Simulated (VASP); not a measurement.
A run of VASP 6.6.1 is set up as follows.

INCAR

```
PREC = Accurate
ENCUT = 520
EDIFF = 1E-6
ISMEAR = 0
SIGMA = 0.1
LREAL = False
LASPH = True
NELM = 60
ALGO = Normal
ISIF = 2
LWAVE = False
LCHARG = False
GGA = PE
NBANDS = 12
```

Contents of KPOINTS:

```
Automatic mesh
0
Gamma
  20 20 20
```

Contents of POSCAR:

```
Cr
1.0
   -1.4095310408      1.4095310408      1.4095310408
    1.4095310408     -1.4095310408      1.4095310408
    1.4095310408      1.4095310408     -1.4095310408
Cr
1
Direct
    0.0000000000      0.0000000000      0.0000000000
```

Potentials or basis: VASP PAW PBE potentials, release 64 (Cr_pv).

Run with:

```bash
$ cat potpaw_PBE.64/Cr_pv/POTCAR > POTCAR
$ mpirun -np 1 vasp_std > vasp.out
```

(1) What does it give for the pressure?

(2) What does it give for the band gap on the k mesh?

## Answers

(1) 7.8 GPa.

(2) zero (band 6 reaches 13.97 eV, above the bottom of band 7 at 10.47 eV).

Caveat: the run has no spin polarisation, though such a crystal can be magnetic.
